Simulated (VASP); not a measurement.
The system is Zn3SnO3.

```xyz
7
Lattice="5.7730 0.0000 0.0000 -2.8865 4.9996 0.0000 0.0000 0.0000 3.9881" Properties=species:S:1:pos:R:3 pbc="T T T"
Zn    2.8865    0.0000    1.9940
Zn   -1.4433    2.4998    1.9940
Zn    1.4433    2.4998    1.9940
Sn    0.0000    0.0000    0.0000
O     2.8865    0.0000    0.0000
O    -1.4433    2.4998    0.0000
O     1.4433    2.4998    0.0000
```

The cell was generated, and may not be a known phase.

```yaml
Program: VASP 6.6.1
Task: relaxation of cell and atoms
Functional: PBE
Potentials_or_basis: VASP PAW PBE potentials, release 64 (Zn, Sn_d, O)
Cutoff: 600 eV
k_mesh: 3 × 3 × 4
Occupations: gaussian, width 0.2 eV
Spin: no spin polarisation
```

At the start: pressure -9.1 GPa; volume 16.44 Å³/atom.

How do energy, volume and symmetry change on relaxing?

Over 10 steps the energy falls by 198.6 meV/atom and the volume is 16.68 Å³/atom (+1.5 %); space group P6/mmm (No. 191, to 0.1 Å) before and after.

Step by step:
```
step  energy change (eV)  largest force (eV/Å)  pressure (GPa)  volume (Å³)
   1              0.0000                0.0000           -9.11       115.11
   2             -0.4181                0.0000           19.95        99.31
   3             -1.2449                0.0000            2.54       105.56
   4             -1.2459                0.0000            2.91       105.37
   5             -1.2456                0.0000            3.32       105.17
   6             -1.3282                0.0000            2.30       108.79
   7             -1.3814                0.0000            1.30       114.26
   8             -1.3852                0.0000            1.11       115.93
   9             -1.3684                0.0000           -1.91       118.62
  10             -1.3903                0.0000            0.07       116.79
```

Final structure:
```
CELL_PARAMETERS angstrom
6.12403 0.00000 0.00000
-3.06202 5.30357 0.00000
0.00000 0.00000 3.59595
ATOMIC_POSITIONS crystal
Zn 0.50000 0.00000 0.50000
Zn 0.00000 0.50000 0.50000
Zn 0.50000 0.50000 0.50000
Sn 0.00000 0.00000 0.00000
O 0.50000 0.00000 0.00000
O 0.00000 0.50000 0.00000
O 0.50000 0.50000 0.00000
```

Caveat: the k points lie up to 0.44 Å⁻¹ apart in the final cell, too coarse for converged energies and pressures of a metal.
